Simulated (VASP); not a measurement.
The system is SrTe.

```
Sr Te
1.0
     0.00000    3.35276    3.35276
     3.35276    0.00000    3.35276
     3.35276    3.35276    0.00000
Sr Te
1 1
Direct
  0.00000 0.00000 0.00000
  0.50000 0.50000 0.50000
```

Base run:

```yaml
Program: VASP 6.6.1
Functional: PBE
Potentials_or_basis: VASP PAW PBE potentials, release 64 (Sr_sv, Te)
Cutoff: 500 eV
k_mesh: 4 × 4 × 4
Occupations: methfessel-paxton, width 0.05 eV
Spin: no spin polarisation
```

Its results: band gap on the k mesh 1.74 eV, indirect (least direct gap 2.47 eV); pressure 0.4 GPa.

Q: The run is repeated on the same cell with these changes: k mesh from 4 × 4 × 4 to 2 × 2 × 2; occupations from methfessel-paxton, width 0.05 eV to gaussian, width 0.01 eV. What comes out?

A: Band gap on the k mesh 1.60 eV, indirect (least direct gap 2.35 eV); pressure 2.4 GPa.

Caveats: some runs use coarse meshes; spin-orbit coupling is left out, which moves the levels of the heavy elements.

A k mesh can miss the band edges.
